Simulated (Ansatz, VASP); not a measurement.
Two plane-wave programs on AlCo3

```
Al Co
1.0
     3.47695    0.00000    0.00000
     0.00000    3.47695    0.00000
     0.00000    0.00000    3.47695
Al Co
1 3
Direct
  0.00000 0.00000 0.00000
  0.50000 0.50000 0.00000
  0.50000 0.00000 0.50000
  0.00000 0.50000 0.50000
```

Alike in both runs: task single point; functional PBEsol; k mesh 12 × 12 × 12; occupations gaussian, width 0.1 eV; no spin polarisation.

|  | VASP | Ansatz |
| --- | --- | --- |
| version | VASP 6.6.1 | Ansatz 0.2.0 |
| potentials or method | VASP PAW PBE potentials, release 64 (Al, Co), cutoff 520 eV | scalar-relativistic, plane waves, PAW |
| valence electrons in the cell | 30 | 54 |

|  | VASP | Ansatz | Ansatz less VASP |
| --- | --- | --- | --- |
| gap on the k mesh at the Fermi level (eV) | none | none | - |
| pressure (GPa) | 2.8 | 3.1 | +0.31 |

VASP's potentials were made for PBE, not for PBEsol. A gap of «none» marks a metal or a gap that the smearing closes. The functional is the same, so the differences come from potentials, cutoffs and numerics. VASP's potentials hold 30 valence electrons a cell and Ansatz's 54, so a difference there can come from the potentials and not from the codes.
